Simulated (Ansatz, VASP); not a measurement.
# AgCl: VASP beside Ansatz

```
CELL_PARAMETERS angstrom
0.02843 2.77318 2.77318
2.77318 0.02843 2.77318
2.80161 2.80161 0.00000
ATOMIC_POSITIONS crystal
Ag 0.00000 0.00000 0.00000
Cl 0.50000 0.50000 0.50000
```

Change from the starting cell: shear_xy strain +2.0%.

Alike in both runs: task single point; functional r2SCAN; k mesh 8 × 8 × 8; no spin polarisation.

```csv
,VASP,Ansatz
version,VASP 6.6.1,Ansatz 0.2.0
potentials or method,"VASP PAW PBE potentials, release 64 (Ag, Cl)","plane waves, PAW"
plane-wave cutoff (eV),520,500
occupations,"gaussian, width 0.01 eV",fixed
valence electrons in the cell,18,26
```

Ansatz gave:

- gap on the k mesh at the Fermi level (eV): 1.46
- pressure (GPa): 0.0
- traceless stress, the component that is largest in VASP (GPa): -0.12

Task: Estimate VASP's values.

Result: gap on the k mesh at the Fermi level (eV): 1.40; pressure (GPa): -0.1; traceless stress, the component that is largest in VASP (GPa): -0.11.

VASP's potentials were made for PBE, not for r2SCAN. VASP's potentials hold 18 valence electrons a cell and Ansatz's 26, so a difference there can come from the potentials and not from the codes.
